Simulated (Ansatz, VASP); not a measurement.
## AlN in VASP and in Ansatz

INCAR

```
ALGO = Normal
EDIFF = 1E-7
ENCUT = 520
GGA = PE
ISIF = 2
ISMEAR = 0
LASPH = True
LCHARG = False
LREAL = False
LWAVE = False
NBANDS = 11
NELM = 100
PREC = Accurate
SIGMA = 0.03
```

File KPOINTS:

```
k-points
0
Gamma
  10 10 10
```

The input POSCAR:

```
AlN
1.0
    0.0000000000      2.1839935596      2.1839935596
    2.1839935596      0.0000000000      2.1839935596
    2.1839935596      2.1839935596      0.0000000000
Al N
1 1
Direct
    0.0000000000      0.0000000000      0.0000000000
    0.2500000000      0.2500000000      0.2500000000
```

Contents of input.yaml:

```yaml
crystal:
  lattice:
    - [0.0, 2.1839935596, 2.1839935596]
    - [2.1839935596, 0.0, 2.1839935596]
    - [2.1839935596, 2.1839935596, 0.0]
  atoms:
    - { symbol: Al, position: [0.0, 0.0, 0.0] }
    - { symbol: "N", position: [0.25, 0.25, 0.25] }
kpoints:
  mp_grid: { grid: [10, 10, 10] }
scf:
  occupations: { method: gaussian, width: 0.03 }
hamiltonian:
  xc: pbe
  pseudopotentials: { kind: all_electron, lapw: { basis_error: 0.001 } }
output:
  forces: true
  stress: true
  eigenvalues: true
```

Alike in both runs: task single point; functional PBE; k mesh 10 × 10 × 10; occupations gaussian, width 0.03 eV; no spin polarisation.

|  | VASP | Ansatz |
| --- | --- | --- |
| version | VASP 6.6.1 | Ansatz 0.2.0 |
| potentials or method | VASP PAW PBE potentials, release 64 (Al, N), cutoff 520 eV | all-electron LAPW, scalar-relativistic |

Ansatz gave:

```
gap on the k mesh at the Fermi level (eV) : 3.32
least direct gap on the mesh (eV)         : 4.19
pressure (GPa)                            : 4.8
```

Question: Estimate VASP's values.

Answer: gap on the k mesh at the Fermi level (eV): 3.32; least direct gap on the mesh (eV): 4.20; pressure (GPa): 4.6.

Ansatz ran all-electron here, and VASP with PAW potentials.
